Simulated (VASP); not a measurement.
BaS: single point with PBE

Crystal: BaS.

```xyz
2
Lattice="0.0000 3.1405 3.2383 3.1405 0.0000 3.2383 3.1405 3.1405 0.0000" Properties=species:S:1:pos:R:3 pbc="T T T"
Ba    0.0000    0.0000    0.0000
S     3.1405    3.1405    3.2383
```

This cell differs from its parent crystal: epitaxial xy strain -2.2%.

```yaml
Program: VASP 6.6.1
Task: single point
Functional: PBE
Potentials_or_basis: VASP PAW PBE potentials, release 64 (Ba_sv, S)
Cutoff: 520 eV
k_mesh: 8 × 8 × 8
Occupations: fermi-dirac, width 0.02 eV
Spin: no spin polarisation
```

The pressure is 2.5 GPa. The band gap on the k mesh is 2.03 eV, indirect (least direct gap 2.15 eV).

Stress tensor (GPa, compression positive):
```
3.47 0.00 0.00
0.00 3.47 0.00
0.00 0.00 0.64
```

Levels at points of the mesh, in eV from the valence-band top:
| k point | band 5 | band 6 | band 7 | band 8 | band 9 | band 10 | band 11 | band 12 |
| --- | --- | --- | --- | --- | --- | --- | --- | --- |
| (0.00, 0.00, 0.00) | -10.43 | -0.10 | 0.00 | 0.00 | 3.61 | 3.69 | 3.91 | 3.91 |
| (0.50, 0.00, 0.00) | -9.08 | -2.02 | -1.17 | -1.16 | 5.57 | 5.71 | 6.32 | 6.39 |
| (0.50, 0.50, 0.00) | -10.34 | -0.64 | -0.12 | -0.12 | 2.05 | 5.90 | 6.11 | 7.58 |
| (0.50, 0.00, 0.50) | -10.34 | -0.48 | -0.24 | -0.12 | 2.03 | 5.86 | 6.24 | 7.40 |

It took 26 s on 1 thread of Intel(R) Xeon(R) 6975P-C (Granite Rapids), with other jobs on the host, peak memory 0.23 GiB.

Caveat: the cell differs from its parent crystal (epitaxial xy strain -2.2%); spin-orbit coupling is left out, which moves the levels of the heavy elements. A k mesh can miss the band edges.
